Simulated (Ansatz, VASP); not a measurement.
## TiS2: VASP beside Ansatz

```xyz
3
Lattice="3.3191 0.0000 0.0000 -1.6595 2.8744 0.0000 0.0000 0.0000 29.5200" Properties=species:S:1:pos:R:3 pbc="T T T"
S     0.0000    1.9163    7.0140
S     1.6595    0.9581    9.8460
Ti    0.0000    0.0000    8.4300
```

Alike in both runs: functional LDA; k mesh 12 × 12 × 1; occupations gaussian, width 0.08 eV; no spin polarisation.

Ansatz relaxed the structure, and its values are those at the end. VASP's run is a single point on that final structure, the one shown.

|  | VASP | Ansatz |
| --- | --- | --- |
| version | VASP 6.6.1 | Ansatz 0.2.0 |
| potentials or method | VASP PAW LDA potentials, release 64 (S, Ti_sv), cutoff 400 eV | scalar-relativistic, plane waves, PAW |
| valence electrons in the cell | 24 | 24 |

Ansatz gave:

* gap on the k mesh at the Fermi level (eV): none
* rms of the force components (eV/Å): 0.000

Question: Which values does VASP return?

Answer: gap on the k mesh at the Fermi level (eV): none; rms of the force components (eV/Å): 0.012.

Ansatz warns that its potentials were made for another functional, while VASP's fit it. LDA's correlation is that of Perdew and Zunger in VASP and of Perdew and Wang (1992) in Ansatz. A gap of «none» marks a metal or a gap that the smearing closes. Ansatz's warnings: slab cell height set, structure snapped to symmetry, xc potential rough in thin density.
